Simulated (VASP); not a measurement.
Write the native input for VASP 6.6.1 that does the following.

```yaml
Task: single point
Functional: PBEsol
Potentials_or_basis: VASP PAW PBE potentials, release 64 (Na_pv, W_sv)
Cutoff: 520 eV
k_mesh: 7 × 7 × 1
Occupations: gaussian, width 0.1 eV
Spin: collinear spin
Starting_moments: "[0.0, 0.0, 0.0, 0.0, 4.0] μB"
Dipole_correction: yes
Further_INCAR_settings: ALGO = Normal; EDIFF = 1e-07; NBANDS = 33
```

The structure of Na4W lies in POSCAR:

```
Na4W
1.0
    4.1673657450      0.0000000000      0.0000000000
    0.0000000000      4.1673657450      0.0000000000
    0.0000000000      0.0000000000     25.2510486175
Na W
4 1
Direct
    0.5000000000      0.5000000000      0.3366196838
    0.0000000000      0.0000000000      0.4191383508
    0.5000000000      0.5000000000      0.5043243399
    0.0000000000      0.0000000000      0.5846303851
    0.5000000000      0.5000000000      0.6307516089
```

These files were run (other wordings do the same):

INCAR

```
PREC = Accurate
ENCUT = 520
EDIFF = 1E-7
ISMEAR = 0
SIGMA = 0.1
LREAL = F
LASPH = T
NELM = 150
ALGO = Normal
ISIF = 2
LWAVE = F
LCHARG = F
ISPIN = 2
MAGMOM = 0 0 0 0 4
LORBIT = 11
LMAXMIX = 4
LDIPOL = T
IDIPOL = 3
DIPOL = 0.5 0.5 0.495
GGA = PS
NBANDS = 33
```

KPOINTS

```
Automatic mesh
0
Gamma
  7 7 1
```

Potentials or basis: VASP PAW PBE potentials, release 64 (Na_pv, W_sv).

Launch:

```console
$ cat potpaw_PBE.64/Na_pv/POTCAR potpaw_PBE.64/W_sv/POTCAR > POTCAR
$ mpirun -np 1 vasp_std > vasp.out
```

Results of the run:

```json
{
  "Largest force": "0.029 eV/Å",
  "Net moment": "4.75 μB per cell",
  "Site moments": "Na -0.00, +0.00, +0.01 (each value once); W +3.33 μB",
  "Valence electrons inside the program's atomic spheres": "Na 6.05, 6.06, 6.07, 6.08; W 11.73"
}
```

Caveat: the PAW data sets were made with another functional, which shifts forces and pressure a little.

Wall time 7.6 min on 1 thread of Intel(R) Xeon(R) Platinum 8375C CPU @ 2.90GHz (Ice Lake), with other jobs on the host, peak memory 0.73 GiB.
